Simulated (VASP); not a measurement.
A run of VASP 6.6.1:

INCAR

```
ALGO = Fast
EDIFF = 1E-6
ENCUT = 520
GGA = PE
ISIF = 2
ISMEAR = 0
LASPH = T
LCHARG = F
LREAL = F
LWAVE = F
NBANDS = 66
NELM = 60
PREC = Accurate
SIGMA = 0.15
```

The input KPOINTS:

```
k-points
0
Gamma
  15 15 4
```

POSCAR

```
Ge
1.0
    4.1804466338      0.0000000000      0.0000000000
   -2.0902233169      3.6203729840      0.0000000000
    0.0000000000      0.0000000000     12.6153338067
Ge
8
Direct
    0.0000000000      0.0000000000      0.3983391607
    0.0000000000      0.0000000000      0.6016608393
    0.0000000000      0.0000000000      0.8983391607
    0.0000000000      0.0000000000      0.1016608393
    0.3333333333      0.6666666667      0.3442031336
    0.6666666667      0.3333333333      0.6557968664
    0.6666666667      0.3333333333      0.8442031336
    0.3333333333      0.6666666667      0.1557968664
```

Potentials or basis: VASP PAW PBE potentials, release 64 (Ge_d).

Run with:

```bash
$ cat potpaw_PBE.64/Ge_d/POTCAR > POTCAR
$ mpirun -np 1 vasp_std > vasp.out
```

Hardware: 1 thread of Oxide Virtual Turin-like Processor, on a shared host.

Estimate the wall time of this run.

Run time: 20 min on 1 thread of Oxide Virtual Turin-like Processor (shared host), peak memory 0.71 GiB. Counts: scf iterations 14, k points 81.
